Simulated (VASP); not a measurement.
Zn, 2 atoms in the cell. The structure is hexagonal, space group P6_3/mmc (No. 194). The conventional cell has a = 2.575 Å, b = 2.575 Å, c = 4.714 Å, α = 90.00°, β = 90.00°, γ = 120.00°. Zn (site symmetry -6m2) has 12 Zn at 2.57 to 2.79 Å within 3.4 Å. 

| Property | Result |
| --- | --- |
| Program | VASP 6.6.1 |
| Task | single point |
| Functional | LDA |
| Potentials or basis | VASP PAW LDA potentials, release 64 (Zn) |
| Cutoff | 520 eV |
| k mesh | 16 × 16 × 8 |
| Occupations | fermi-dirac, width 0.1 eV |
| Spin | no spin polarisation |
| Dipole correction | no |
| Further INCAR settings | ALGO = Normal; EDIFF = 1e-07; NBANDS = 19 |

Potentials or basis: VASP PAW LDA potentials, release 64 (Zn).

The run is started by

```bash
$ cat potpaw_LDA.64/Zn/POTCAR > POTCAR
$ mpirun -np 1 vasp_std > vasp.out
```

Hardware: 1 thread of Intel(R) Xeon(R) 6975P-C (Granite Rapids), on a shared host.

Problem. How long does it take, and how much memory?

Solution. It took 25 s on 1 thread of Intel(R) Xeon(R) 6975P-C (Granite Rapids), with other jobs on the host, peak memory 0.17 GiB. Counts: scf iterations 11, k points 150.
